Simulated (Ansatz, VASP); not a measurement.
**Ga in VASP and in Ansatz**

```xyz
2
Lattice="3.0105 0.0000 0.0000 -1.5052 2.6072 0.0000 0.0000 0.0000 4.8681" Properties=species:S:1:pos:R:3 pbc="T T T"
Ga    0.0000    1.7381    1.2170
Ga    1.5052    0.8691    3.6510
```

Alike in both runs: functional PBE; k mesh 18 × 18 × 10; occupations fermi-dirac, width 0.05 eV; no spin polarisation.

Ansatz relaxed the structure, and its values are those at the end. VASP's run is a single point on that final structure, the one shown.

|  | VASP | Ansatz |
| --- | --- | --- |
| version | VASP 6.6.1 | Ansatz 0.2.0 |
| potentials or method | VASP PAW PBE potentials, release 64 (Ga_d) | PAW with Ansatz's earlier generated frozen-core files (soft_1), scalar-relativistic |
| plane-wave cutoff (eV) | 520 | 420 |
| valence electrons in the cell | 26 | 26 |

|  | VASP | Ansatz | Ansatz less VASP |
| --- | --- | --- | --- |
| pressure (GPa) | 0.0 | 0.0 | -0.06 |
